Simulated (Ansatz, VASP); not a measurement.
# One calculation of In, two programs

The input INCAR:

```
SYSTEM = In
  ALGO = Normal
  EDIFF = 1E-7
  ENCUT = 520
  GGA = PE
  ISIF = 2
  ISMEAR = -1
  LASPH = .TRUE.
  LCHARG = .FALSE.
  LREAL = .FALSE.
  LWAVE = .FALSE.
  NBANDS = 12
  NELM = 100
  PREC = Accurate
  SIGMA = 0.03
```

KPOINTS

```
k-points
0
G
  17 17 17
  0 0 0
```

POSCAR

```
In
1.0
   -1.7279452601      1.7279452601      2.3424303480
    1.7279452601     -1.7279452601      2.3424303480
    1.7279452601      1.7279452601     -2.3424303480
In
1
Direct
    0.0000000000      0.0000000000      0.0000000000
```

Input for Ansatz:

```yaml
crystal:
  lattice:
    - [-1.7279452601, 1.7279452601, 2.342430348]
    - [1.7279452601, -1.7279452601, 2.342430348]
    - [1.7279452601, 1.7279452601, -2.342430348]
  atoms:
    - { symbol: In, position: [0.0, 0.0, 0.0] }
kpoints:
  mp_grid: { grid: [17, 17, 17] }
scf:
  occupations: { method: fermi_dirac, width: 0.03 }
hamiltonian:
  xc: pbe
  pseudopotentials: { kind: all_electron, lapw: { basis_error: 0.0005 } }
output:
  forces: true
  stress: true
  eigenvalues: true
```

Change from the starting cell: volume scaled by 1.06.

Alike in both runs: task single point; functional PBE; k mesh 17 × 17 × 17; occupations fermi-dirac, width 0.03 eV; no spin polarisation.

|  | VASP | Ansatz |
| --- | --- | --- |
| version | VASP 6.6.1 | Ansatz 0.2.0 |
| potentials or method | VASP PAW PBE potentials, release 64 (In_d), cutoff 520 eV | all-electron LAPW, scalar-relativistic |

VASP gave:

```
pressure (GPa)                                                : -0.7
traceless stress, the component that is largest in VASP (GPa) : -0.18
```

**Question.** Which values does Ansatz return?

**Answer.** Pressure (GPa): -0.6; traceless stress, the component that is largest in VASP (GPa): -0.18.

Ansatz ran all-electron here, and VASP with PAW potentials.
